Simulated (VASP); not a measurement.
# HfB: single point with PBE

HfB:

```xyz
4
Lattice="2.3444 2.3444 0.0000 -2.3444 2.3444 0.0000 0.0000 0.0000 4.8779" Properties=species:S:1:pos:R:3 pbc="T T T"
Hf    0.0000    2.3444    0.0000
Hf    0.0000    0.0000    2.4389
B     0.0000    0.0000    0.0000
B     0.0000    2.3444    2.4389
```

This cell differs from its parent crystal: biaxial strain in the a-b plane: -3.0 %, then relaxed in part.

| Quantity | Value |
| --- | --- |
| Program | VASP 6.6.1 |
| Task | single point |
| Functional | PBE |
| Potentials or basis | VASP PAW PBE potentials, release 64 (Hf_pv, B) |
| Cutoff | 520 eV |
| k mesh | 12 × 12 × 10 |
| Occupations | gaussian, width 0.1 eV |
| Spin | no spin polarisation |

```json
{"Pressure": "10.5 GPa", "Band gap on the k mesh": "zero (band 13 reaches 6.87 eV, above the bottom of band 14 at 3.43 eV)"}
```

Stress tensor (GPa, compression positive):
```
15.69  0.00  0.00
 0.00 15.69  0.00
 0.00  0.00  0.21
```

Levels at points of the mesh, in eV from the Fermi level:
| k point | band 10 | band 11 | band 12 | band 13 | band 14 | band 15 | band 16 | band 17 |
| --- | --- | --- | --- | --- | --- | --- | --- | --- |
| (0.00, 0.00, 0.00) | -0.87 | 1.81 | 2.25 | 2.25 | 2.28 | 2.28 | 3.56 | 3.61 |
| (0.50, 0.00, 0.00) | -2.95 | -1.33 | -1.33 | -0.84 | -0.84 | 4.49 | 4.49 | 6.41 |
| (0.50, 0.50, 0.00) | -1.00 | -0.92 | -0.92 | 1.94 | 1.94 | 2.05 | 2.05 | 5.66 |
| (0.00, 0.00, 0.50) | -1.68 | 0.22 | 0.22 | 1.70 | 1.70 | 1.70 | 1.70 | 4.82 |
| (0.50, 0.00, 0.50) | -4.35 | -1.32 | -1.32 | -1.19 | -1.19 | 5.84 | 5.84 | 6.12 |
| (0.50, 0.50, 0.50) | -1.21 | -1.21 | -1.21 | -1.12 | -1.12 | 4.71 | 4.71 | 4.71 |

It took 61 s on 1 thread of Intel(R) Xeon(R) 6975P-C (Granite Rapids), on a shared host, peak memory 0.3 GiB.

Caveat: the cell differs from its parent crystal (biaxial strain in the a-b plane: -3.0 %, then relaxed in part); spin-orbit coupling is left out, which moves the levels of the heavy elements.
